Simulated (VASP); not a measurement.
Input of a VASP 6.6.1 run:

Contents of POSCAR:

```
AlRu
1.0
    3.0272328716      0.0000000000      0.0000000000
    0.0000000000      3.0272328716      0.0000000000
    0.0000000000      0.0000000000      2.9556529810
Al Ru
1 1
Direct
    0.0000000000      0.0000000000      0.0000000000
    0.5000000000      0.5000000000      0.5000000000
```

File INCAR.step1:

```
SYSTEM = AlRu
PREC = Accurate
ENCUT = 520
ISMEAR = 0
SIGMA = 0.1
LREAL = .FALSE.
LASPH = .TRUE.
NELM = 80
NBANDS = 16
GGA = PE
ALGO = Normal
EDIFF = 1E-4
LWAVE = .TRUE.
LCHARG = .FALSE.
```

File INCAR.step2:

```
SYSTEM = AlRu
PREC = Accurate
ENCUT = 520
EDIFF = 1E-6
ISMEAR = 0
SIGMA = 0.1
LREAL = .FALSE.
LASPH = .TRUE.
NELM = 80
ALGO = Normal
ISIF = 2
LWAVE = .FALSE.
LCHARG = .FALSE.
METAGGA = R2SCAN
LMIXTAU = .TRUE.
NBANDS = 16
ISTART = 1
```

The input KPOINTS:

```
regular mesh
0
G
  18 18 18
  0 0 0
```

Potentials or basis: VASP PAW PBE potentials, release 64 (Al, Ru_pv).

The run is started by

```console
$ cat potpaw_PBE.64/Al/POTCAR potpaw_PBE.64/Ru_pv/POTCAR > POTCAR
$ cp INCAR.step1 INCAR
$ mpirun -np 1 vasp_std > vasp.out
$ cp INCAR.step2 INCAR
$ mpirun -np 1 vasp_std > vasp.out
```

**Question.** Estimate the pressure.

**Answer.** -4.3 GPa.

Stress tensor (GPa, compression positive):
```
-5.76  0.00  0.00
 0.00 -5.76  0.00
 0.00  0.00 -1.35
```

Caveat: the cell differs from its parent crystal (biaxial strain in the a-b plane: +1.5 %); the PAW data sets were made with another functional, which shifts forces and pressure a little.
